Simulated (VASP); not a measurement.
## TaN: single point with PBE

Crystal: TaN.

```xyz
4
Lattice="3.0500 0.0000 0.0000 -1.5250 2.6414 0.0000 0.0000 0.0000 4.9400" Properties=species:S:1:pos:R:3 pbc="T T T"
Ta    0.0000    1.7609    0.0000
Ta    1.5250    0.8805    2.4700
N     0.0000    1.7609    1.9019
N     1.5250    0.8805    4.3719
```

```json
{
 "Program": "VASP 6.6.1",
 "Task": "single point",
 "Functional": "PBE",
 "Potentials or basis": "VASP PAW PBE potentials, release 64 (Ta_sv_GW, N)",
 "Cutoff": "700 eV",
 "k mesh": "3 × 3 × 2",
 "Occupations": "gaussian, width 0.1 eV",
 "Spin": "no spin polarisation",
 "Dipole correction": "no",
 "Further INCAR settings": "ALGO = Normal; EDIFF = 1e-06; NBANDS = 26"
}
```

```json
{"Pressure": "136.8 GPa", "Largest force": "3.634 eV/Å", "Band gap on the k mesh": "zero (bands 18 and 19 overlap by 2.85 eV)"}
```

Forces in eV/Å, atoms in the order of the input:
```
Ta   0.000  0.000  3.634
Ta   0.000  0.000  3.634
N    0.000  0.000 -3.634
N    0.000  0.000 -3.634
```

Stress tensor (GPa, compression positive):
```
136.72   0.00   0.00
  0.00 136.72   0.00
  0.00   0.00 136.98
```

Levels at points of the mesh, in eV from the Fermi level:
```csv
k point,band 16,band 17,band 18,band 19,band 20,band 21
"(0.00, 0.00, 0.00)",-7.01,-0.31,-0.31,0.14,2.67,3.19
"(0.00, 0.00, 0.50)",-7.94,1.73,1.73,1.73,1.73,2.34
```

Wall time 12 s on 1 thread of AMD EPYC 9R45 96-Core Processor (Zen 5) (shared host), peak memory 0.16 GiB.

Caveat: the k points lie up to 0.79 Å⁻¹ apart, too coarse for converged energies and pressures of a metal; spin-orbit coupling is left out, which moves the levels of the heavy elements; forces of over 1 eV/Å act on the atoms, so gaps and moduli don't describe the material at rest.
